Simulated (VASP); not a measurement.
Crystal: Ti.

```xyz
2
Lattice="2.9500 0.0000 0.0000 -1.4750 2.5548 0.0000 0.0000 0.0000 4.6800" Properties=species:S:1:pos:R:3 pbc="T T T"
Ti    0.0000    1.7032    1.1700
Ti    1.4750    0.8516    3.5100
```

| Property | Result |
| --- | --- |
| Program | VASP 6.6.1 |
| Task | relaxation of cell and atoms |
| Functional | PBEsol |
| Potentials or basis | VASP PAW PBE potentials, release 64 (Ti_sv) |
| Cutoff | 500 eV |
| k mesh | 13 × 13 × 7 |
| Occupations | fermi-dirac, width 0.05 eV |
| Spin | no spin polarisation |

At the start: pressure -6.0 GPa; volume 17.64 Å³/atom.

Q: How do energy, volume and symmetry change on relaxing?

A: Over 3 steps the energy falls by 18.5 meV/atom and the volume is 16.69 Å³/atom (-5.4 %); space group P6_3/mmc (No. 194, to 0.1 Å) before and after.

Step by step:
| step | energy change (eV) | largest force (eV/Å) | pressure (GPa) | volume (Å³) |
| --- | --- | --- | --- | --- |
| 1 | 0.0000 | 0.0000 | -5.99 | 35.27 |
| 2 | -0.0151 | 0.0000 | 5.31 | 32.01 |
| 3 | -0.0370 | 0.0000 | -0.03 | 33.38 |

Final structure:
```xyz
2
Lattice="2.8974 0.0000 0.0000 -1.4487 2.5092 0.0000 0.0000 0.0000 4.5914" Properties=species:S:1:pos:R:3 pbc="T T T"
Ti    0.0000    1.6728    1.1478
Ti    1.4487    0.8364    3.4435
```

Caveat: the PAW data sets were made with another functional, which shifts forces and pressure a little.
